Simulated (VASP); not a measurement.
# AlN (P6_3mc) in VASP: notebook

AlN is run at these levels: PBE, r2SCAN; tasks: G0W0 quasiparticle levels, dielectric tensor.

All numbers are computed with VASP 6.6.1; they aren't measurements. Logs are shortened: lines on timing, memory, paths and dates and some standing lists are left out, and cuts for length are marked.

**1. The cell of the first run**

Symmetry: P6_3mc, No. 186, hexagonal system. The conventional cell has a = 3.107 Å, b = 3.107 Å, c = 4.979 Å, α = 90.00°, β = 90.00°, γ = 120.00°. Within 2.5 Å of Al (site symmetry 3m) lie 4 N at 1.89 to 1.90 Å. N (site symmetry 3m) has 4 Al at 1.89 to 1.90 Å within 2.5 Å.

**2. G0W0 quasiparticle levels, PBE**

Input file POSCAR:

```
AlN
1.0
    3.1066937604      0.0000000000      0.0000000000
   -1.5533468802      2.6904757183      0.0000000000
    0.0000000000      0.0000000000      4.9785915490
Al N
2 2
Direct
    0.3333333333      0.6666666667     -0.0032954727
    0.6666666667      0.3333333333      0.4967045273
    0.3333333333      0.6666666667      0.3782954727
    0.6666666667      0.3333333333      0.8782954727
```

Input file INCAR.step1:

```
PREC = Accurate ; ENCUT = 500
EDIFF = 1E-8 ; ISMEAR = 0
SIGMA = 0.01 ; LREAL = F
LASPH = T ; NELM = 80
ALGO = Normal ; LWAVE = T
LCHARG = F ; GGA = PE
```

Input file INCAR.step2:

```
PREC = Accurate ; ENCUT = 500
EDIFF = 1E-8 ; ISMEAR = 0
SIGMA = 0.01 ; LREAL = F
LASPH = T ; NELM = 1
ALGO = Exact ; LWAVE = T
LCHARG = F ; GGA = PE
NBANDS = 132 ; LOPTICS = T
ISTART = 1
```

Input file INCAR.step3:

```
PREC = Accurate ; ENCUT = 500
EDIFF = 1E-8 ; ISMEAR = 0
SIGMA = 0.01 ; LREAL = F
LASPH = T ; ALGO = EVGW0
LWAVE = F ; LCHARG = F
GGA = PE ; NELMGW = 1
NBANDS = 132 ; ENCUTGW = 120.0
NOMEGA = 96 ; PRECFOCK = Fast
ISTART = 1 ; NBANDSGW = 16
OMEGAMAX = 20
```

Input file KPOINTS:

```
regular mesh
0
Gamma
  6 6 4
```

Potentials or basis: VASP PAW PBE potentials, release 64 (Al_GW, N_GW).

Command:

```console
> cat potpaw_PBE.64/Al_GW/POTCAR potpaw_PBE.64/N_GW/POTCAR > POTCAR
> cp INCAR.step1 INCAR
> mpirun -np 1 vasp_std > vasp.out
> cp INCAR.step2 INCAR
> mpirun -np 1 vasp_std > vasp.out
> cp INCAR.step3 INCAR
> mpirun -np 1 vasp_std > vasp.out
```

OUTCAR:

```text
PREC = Accurate
   ENCUT = 500
   EDIFF = 1E-8
   ISMEAR = 0
   LREAL = F
   LASPH = T
   GGA = PE
   NELMGW = 1
   ENCUTGW = 120.0
   PRECFOCK = Fast
   ISTART = 1

 ion  position               nearest neighbor table
   1  0.333  0.667  0.997-   4 1.89   4 1.89   4 1.89   3 1.90
   2  0.667  0.333  0.497-   3 1.89   3 1.89   3 1.89   4 1.90
   3  0.333  0.667  0.378-   2 1.89   2 1.89   2 1.89   1 1.90
   4  0.667  0.333  0.878-   1 1.89   1 1.89   1 1.89   2 1.90

  LATTYP: Found a hexagonal cell.
 ALAT       =     3.1066937604
 C/A-ratio  =     1.6025369518

  Lattice vectors:

 A1 = (   3.1066937604,   0.0000000000,   0.0000000000)
 A2 = (  -1.5533468802,   2.6904757183,   0.0000000000)
 A3 = (   0.0000000000,   0.0000000000,   4.9785915490)

Analysis of symmetry for initial positions (statically):
=====================================================================
 Subroutine PRICEL returns:
 Original cell was already a primitive cell.

 Routine SETGRP: Setting up the symmetry group for a
 hexagonal supercell.

 Subroutine GETGRP returns: Found 12 space group operations
 (whereof  6 operations were pure point group operations)
 out of a pool of 24 trial point group operations.

The static configuration has the point symmetry C_3v.
 The point group associated with its full space group is C_6v.

Analysis of symmetry for dynamics (positions and initial velocities):
=====================================================================
 Subroutine PRICEL returns:
 Original cell was already a primitive cell.

 Routine SETGRP: Setting up the symmetry group for a
 hexagonal supercell.

 Subroutine GETGRP returns: Found 12 space group operations
 (whereof  6 operations were pure point group operations)
 out of a pool of 24 trial point group operations.

The dynamic configuration has the point symmetry C_3v.
 The point group associated with its full space group is C_6v.

 Subroutine INISYM returns: Found 12 space group operations
 (whereof  6 operations are pure point group operations),
 and found     1 'primitive' translations

----------------------------------------------------------------------------------------

                                     Primitive cell

  volume of cell :      41.6135

  direct lattice vectors                    reciprocal lattice vectors
     3.106693760  0.000000000  0.000000000     0.321885605  0.185840741  0.000000000
    -1.553346880  2.690475718  0.000000000     0.000000000  0.371681481  0.000000000
     0.000000000  0.000000000  4.978591549     0.000000000  0.000000000  0.200860020

  length of vectors
     3.106693760  3.106693760  4.978591549     0.371681481  0.371681481  0.200860020

  position of ions in fractional coordinates (direct lattice)
     0.333333333  0.666666667  0.996704527
     0.666666667  0.333333333  0.496704527
     0.333333333  0.666666667  0.378295473
     0.666666667  0.333333333  0.878295473

  ion indices of the primitive-cell ions
   primitive index   ion index
                 1           1
                 2           2
                 3           3
                 4           4

----------------------------------------------------------------------------------------

 KPOINTS: regular mesh

Automatic generation of k-mesh.
 Grid dimensions read from file:
 generate k-points for:    6    6    4

 Generating k-lattice:

  Cartesian coordinates                     Fractional coordinates (reciprocal lattice)
     0.053647601  0.030973457  0.000000000     0.166666667  0.000000000  0.000000000
     0.000000000  0.061946914  0.000000000     0.000000000  0.166666667  0.000000000
     0.000000000  0.000000000  0.050215005     0.000000000  0.000000000  0.250000000

  Length of vectors
     0.061946914  0.061946914  0.050215005

  Shift w.r.t. Gamma in fractional coordinates (k-lattice)
     0.000000000  0.000000000  0.000000000

 Subroutine IBZKPT returns following result:
 ===========================================

 Found     21 irreducible k-points:

 Following reciprocal coordinates:
            Coordinates               Weight
  0.000000  0.000000  0.000000      1.000000
  0.166667  0.000000  0.000000      6.000000
  0.333333  0.000000  0.000000      6.000000
  0.500000  0.000000  0.000000      3.000000
  0.166667  0.166667  0.000000      6.000000
  0.333333  0.166667  0.000000     12.000000
[... 13 lines left out ...]
  0.333333  0.166667  0.500000     12.000000
  0.333333  0.333333  0.500000      2.000000
   k-points           NKPTS =     21   k-points in BZ     NKDIM =    144   number of bands    NBANDS=    132
   number of dos      NEDOS =    301   number of ions     NIONS =      4
   total plane-waves  NPLWV =  20736
   dimension x,y,z NGX =    24 NGY =   24 NGZ =   36
   dimension x,y,z NGXF=    48 NGYF=   48 NGZF=   72
   ions per type =               2   2
   NGX,Y,Z   is equivalent  to a cutoff of  12.84, 12.84, 12.02 a.u.
   NGXF,Y,Z  is equivalent  to a cutoff of  25.69, 25.69, 24.04 a.u.
 SYSTEM =  unknown system
   PREC   = accura    normal or accurate (medium, high low for compatibility)
   ISTART =      1    job   : 0-new  1-cont  2-samecut
   ICHARG =      0    charge: 1-file 2-atom 10-const
   ISPIN  =      1    spin polarized calculation?
   LNONCOLLINEAR =      F non collinear calculations
   LSORBIT =      F    spin-orbit coupling
   LASPH  =      T    aspherical Exc in radial PAW
   ENCUT  =  500.0 eV  36.75 Ry    6.06 a.u.   5.66  5.66  9.08*2*pi/ulx,y,z
   NELM   =     60;   NELMIN=  2; NELMDL=  0     # of ELM steps
   EDIFF  = 0.1E-07   stopping-criterion for ELM
   LREAL  =      F    real-space projection
   EDIFFG = 0.1E-06   stopping-criterion for IOM
   NSW    =      0    number of steps for IOM
   IBRION =     -1    ionic relax: 0-MD 1-quasi-New 2-CG
   NFREE  =      0    steps in history (QN), initial steepest desc. (CG)
   ISIF   =      0    stress and relaxation
   ISYM   =      3    0-nonsym 1-usesym 2-fastsym
   POTIM  = 0.5000    time-step for ionic-motion
   TEBEG  =    0.0;   TEEND  =   0.0 temperature during run
   PSTRESS=    0.0 pullay stress
   NELECT =      16.0000    total number of electrons
   NUPDOWN=      -1.0000    fix difference up-down
   EMIN   =  10.00;   EMAX   =-10.00  energy-range for DOS
   EFERMI =   0.00;   METHOD = LEGACY
   ISMEAR =     0;   SIGMA  =   0.01  broadening in eV -4-tet -1-fermi 0-gaus
   EFERMI_NEDOS =   21; number of points for ismear=-14 and -15
   IALGO  =     38    algorithm
   IMIX   =      4    mixing-type and parameters
     AMIX     =   0.40;   BMIX     =  1.00
     AMIX_MAG =   1.60;   BMIX_MAG =  1.00
  volume/ion in A,a.u.               =      10.40        70.21
  Fermi-wavevector in a.u.,A,eV,Ry     =   1.190429  2.249585 19.281103  1.417121
  Thomas-Fermi vector in A             =   2.326514
   LORBIT       =      0    0 simple, 1 ext, 2 COOP (PROOUT), +10 PAW based schemes
   GGA     = PE    functional components
   LHFCALC =     T    Hartree Fock is set to
   PRECFOCK=fast      Normal, Fast or Accurate (Low or Medium for compatibility)
   ENCUT4O =  -1.0   cutoff for four orbital integrals eV
   NKREDX  =     1    reduce k-point grid by
   NKREDY  =     1    reduce k-point grid by
   NKREDZ  =     1    reduce k-point grid by
   AEXX    =    1.0000 exact exchange contribution
   HFSCREEN=    0.0000 screening length (either q_TF or 0.3 A-1)
   HFSCREENC=   0.0000 screening length for correlation (either q_TF or 0.3 A-1)
   ENCUTFOCK=  -1.0 apply spherical cutoff to Coloumb kernel
   IVDW    =     0    specifies the selected vdW correction
   LEPSILON=     F    determine dielectric tensor
   LRPA    =     F    only Hartree local field effects (RPA)
   LRPAFORCE           =     F    calculate RPA forces
   ENCUTGW             = 120.0    cutoff for response function in eV
   ENCUTGWSOFT         =  96.0    soft cutoff for Coulomb kernel in GW response function in eV
   ENCUTLF             =  -1.0    cutoff for local field effects
   NELMGW              =     1    number of iterations in solving QP/BSE equation
   NELMHF              =     1    number of iterations in the inner HF iteration
   NKREDLFX            =     1    NKREDLFY  =   1   NKREDLFZ  =   1
 non-spin polarized calculation
 Gauss-broadening in eV      SIGMA  =   0.01
  energy-cutoff  :      500.00
  volume of cell :       41.61
 maximum number of plane-waves:      1087
 NGX is ok and might be reduce to    24
  NGX = 14; NGY = 14; NGZ = 24
   NGX = 11   NGY = 11   NGZ = 19
 maximum number of plane-waves:       135
 NGX is ok and might be reduce to    14

 QP shifts <psi_nk| G(iteration)W_0 |psi_nk>: iteration 1
 for sc-GW calculations column KS-energies equals QP-energies in previous step
 and V_xc(KS)=  KS-energies - (<T + V_ion + V_H > + <T+V_H+V_ion>^1  + <V_x>^1)

 k-point   1 :       0.0000    0.0000    0.0000
  band No.  KS-energies  QP-energies   sigma(KS)   V_xc(KS)     V^pw_x(r,r')   Z            occupation Imag(sigma)

      1     -10.0500     -11.4716     -16.7683     -14.7991     -24.7861       0.7219       2.0000       1.1632
      2      -7.8952      -9.1614     -18.1187     -16.3528     -25.8768       0.7171       2.0000       0.9059
      3      -0.8540      -2.0817     -14.3503     -12.6498     -18.5324       0.7220       2.0000       0.1237
      4       4.3017       3.4388     -17.4310     -16.3214     -20.6263       0.7777       2.0000       0.0445
      5       4.3017       3.4388     -17.4310     -16.3214     -20.6263       0.7777       2.0000       0.0445
      6       4.9515       4.1852     -17.7642     -16.7841     -20.8180       0.7818       2.0000       0.0411
[... 8 lines left out ...]
     15      18.3328      19.3783      -9.2028     -10.5160      -4.0337       0.7962       0.0000      -0.1086
     16      18.3328      19.3783      -9.2028     -10.5160      -4.0337       0.7962       0.0000      -0.1086

 k-point   2 :       0.1667    0.0000    0.0000
  band No.  KS-energies  QP-energies   sigma(KS)   V_xc(KS)     V^pw_x(r,r')   Z            occupation Imag(sigma)

      1      -9.7017     -11.1005     -16.9084     -14.9792     -24.8785       0.7251       2.0000       1.1247
      2      -7.7060      -8.9711     -18.2534     -16.4986     -25.9791       0.7209       2.0000       0.8882
      3      -0.4359      -1.6612     -14.4947     -12.8164     -18.5434       0.7301       2.0000       0.1086
      4       2.8793       1.8558     -16.2864     -14.9587     -19.6012       0.7709       2.0000       0.0545
      5       3.6630       2.7612     -16.8253     -15.6628     -19.9591       0.7757       2.0000       0.0474
      6       3.9087       2.9863     -17.1102     -15.9211     -20.3492       0.7757       2.0000       0.0468
[... 8 lines left out ...]
     15      17.5486      18.5548      -9.5817     -10.8477      -4.5712       0.7948       0.0000      -0.0916
     16      17.9823      18.8626      -8.9185     -10.0190      -3.8112       0.8000       0.0000      -0.1216
[... 348 lines left out ...]
      5       2.5285       1.4450     -15.9195     -14.5119     -19.2659       0.7697       2.0000       0.0575
      6       2.5285       1.4450     -15.9195     -14.5119     -19.2659       0.7697       2.0000       0.0575
[... 8 lines left out ...]
     15      18.6533      19.7041     -10.1875     -11.5306      -4.7835       0.7824       0.0000      -0.1469
     16      18.6533      19.7041     -10.1875     -11.5306      -4.7835       0.7824       0.0000      -0.1469

 k-point  21 :       0.3333    0.3333    0.5000
  band No.  KS-energies  QP-energies   sigma(KS)   V_xc(KS)     V^pw_x(r,r')   Z            occupation Imag(sigma)

      1      -7.4921      -8.7531     -18.4343     -16.7119     -26.1476       0.7321       2.0000       0.8789
      2      -7.4921      -8.7531     -18.4343     -16.7119     -26.1476       0.7321       2.0000       0.8789
      3       0.3166      -0.8751     -15.0780     -13.4721     -18.9839       0.7421       2.0000       0.0906
      4       0.3166      -0.8751     -15.0780     -13.4721     -18.9839       0.7421       2.0000       0.0906
      5       1.2860       0.0737     -15.0375     -13.4445     -18.5654       0.7610       2.0000       0.0705
      6       1.2860       0.0737     -15.0375     -13.4445     -18.5654       0.7610       2.0000       0.0705
[... 8 lines left out ...]
     15      19.0099      19.8450      -9.0954     -10.1413      -3.9145       0.7984       0.0000      -0.1439
     16      19.0099      19.8450      -9.0954     -10.1413      -3.9145       0.7984       0.0000      -0.1439
```

Run time: 8.1 min. Hardware: 1 thread of AMD EPYC 9R45 (Zen 5), shared host; peak memory 0.66 GiB.

What came out:

```yaml
Quasiparticle_gap: 5.77 eV
Least_direct_quasiparticle_gap: 5.77 eV
Band_gap_of_the_starting_levels_on_the_mesh: 4.24 eV
Least_direct_gap_of_the_starting_levels_on_the_mesh: 4.24 eV
```

Caveat: the k points lie up to 0.39 Å⁻¹ apart; bands, screening cutoff and mesh are small and nothing is extrapolated, so the quasiparticle values aren't converged.

(Part 1 of 2 ends here.)
